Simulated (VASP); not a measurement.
CdTe: single point with PBE

CdTe:

```xyz
8
Lattice="8.6097 0.0000 0.0000 0.0000 4.8142 0.0000 0.0000 0.0000 8.0513" Properties=species:S:1:pos:R:3 pbc="T T T"
Cd    7.2936    3.6107    3.1994
Cd    5.6210    1.2036    7.2250
Cd    2.9887    3.6107    0.8263
Cd    1.3161    1.2036    4.8519
Te    7.0090    1.2036    4.7686
Te    5.9056    3.6107    0.7429
Te    2.7041    1.2036    7.3083
Te    1.6008    3.6107    3.2827
```

- Program: VASP 6.6.1
- Task: single point
- Functional: PBE
- Potentials or basis: VASP PAW PBE potentials, release 64 (Cd, Te)
- Cutoff: 520 eV
- k mesh: 4 × 6 × 4
- Occupations: gaussian, width 0.02 eV
- Spin: no spin polarisation

```json
{"Pressure": "0.1 GPa", "Largest force": "0.004 eV/Å", "Band gap on the k mesh": "0.78 eV"}
```

Forces on the atoms (eV/Å):
```
Cd  -0.004  0.000 -0.001
Cd   0.004  0.000 -0.001
Cd  -0.004  0.000  0.001
Cd   0.004  0.000  0.001
Te  -0.003  0.000  0.001
Te   0.003  0.000  0.001
Te  -0.003  0.000 -0.001
Te   0.003  0.000 -0.001
```

Levels at points of the mesh, in eV from the valence-band top:
| k point | band 33 | band 34 | band 35 | band 36 | band 37 | band 38 | band 39 | band 40 |
| --- | --- | --- | --- | --- | --- | --- | --- | --- |
| (0.00, 0.00, 0.00) | -0.32 | -0.18 | -0.18 | 0.00 | 0.78 | 1.86 | 2.21 | 3.25 |
| (0.50, 0.00, 0.00) | -0.46 | -0.46 | -0.21 | -0.21 | 1.66 | 1.66 | 2.54 | 2.54 |
| (0.00, 0.50, 0.00) | -1.29 | -1.29 | -0.64 | -0.64 | 2.85 | 2.85 | 3.17 | 3.17 |
| (0.50, 0.50, 0.00) | -0.88 | -0.88 | -0.88 | -0.88 | 3.28 | 3.28 | 3.28 | 3.28 |
| (0.00, 0.00, 0.50) | -0.65 | -0.65 | -0.42 | -0.42 | 2.22 | 2.22 | 2.88 | 2.88 |
| (0.50, 0.00, 0.50) | -0.45 | -0.45 | -0.39 | -0.39 | 2.05 | 2.05 | 2.57 | 2.57 |
| (0.00, 0.50, 0.50) | -0.75 | -0.75 | -0.39 | -0.39 | 2.40 | 2.40 | 2.43 | 2.43 |
| (0.50, 0.50, 0.50) | -1.00 | -1.00 | -1.00 | -1.00 | 2.48 | 2.48 | 2.48 | 2.48 |

Wall time 8 min on 1 thread of Intel(R) Xeon(R) Platinum 8259CL CPU @ 2.50GHz (Skylake/Cascade Lake), with other jobs on the host, peak memory 0.65 GiB.

Caveat: semilocal functionals underestimate gaps, and a narrow one can read as zero; spin-orbit coupling is left out, which moves the levels of the heavy elements. A k mesh can miss the band edges.
